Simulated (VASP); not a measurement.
A run of VASP 6.6.1:

INCAR

```
SYSTEM = Rh
  PREC = Accurate
  ENCUT = 520
  EDIFF = 1E-7
  ISMEAR = -1
  SIGMA = 0.1
  LREAL = .False.
  LASPH = .True.
  NELM = 150
  ALGO = Normal
  ISIF = 2
  LWAVE = .False.
  LCHARG = .True.
  ISPIN = 2
  MAGMOM = 1
  LORBIT = 11
  LMAXMIX = 4
  GGA = B5
  ALDAX = 1.0
  AGGAX = 1.0
  AGGAC = 1.0
  ALDAC = 0.0
  LELF = .True.
  LVHAR = .True.
  NBANDS = 18
```

Contents of KPOINTS:

```
regular mesh
0
Gamma
  7 7 7
  0 0 0
```

File POSCAR:

```
Rh
1.0
    0.0000000000      1.9497196783      1.9497196783
    1.9497196783      0.0000000000      1.9497196783
    1.9497196783      1.9497196783      0.0000000000
Rh
1
Direct
    0.0000000000      0.0000000000      0.0000000000
```

Potentials or basis: VASP PAW PBE potentials, release 64 (Rh_pv).

Command:

```sh
$ cat potpaw_PBE.64/Rh_pv/POTCAR > POTCAR
$ mpirun -np 1 vasp_std > vasp.out
```

Hardware: 1 thread of AMD EPYC 9R45 96-Core Processor (Zen 5), on a shared host.

Question: How long does it take, and how much memory?

Answer: It took 12 s on 1 thread of AMD EPYC 9R45 96-Core Processor (Zen 5), on a shared host, peak memory 0.12 GiB. Counts: scf iterations 13, k points 20.
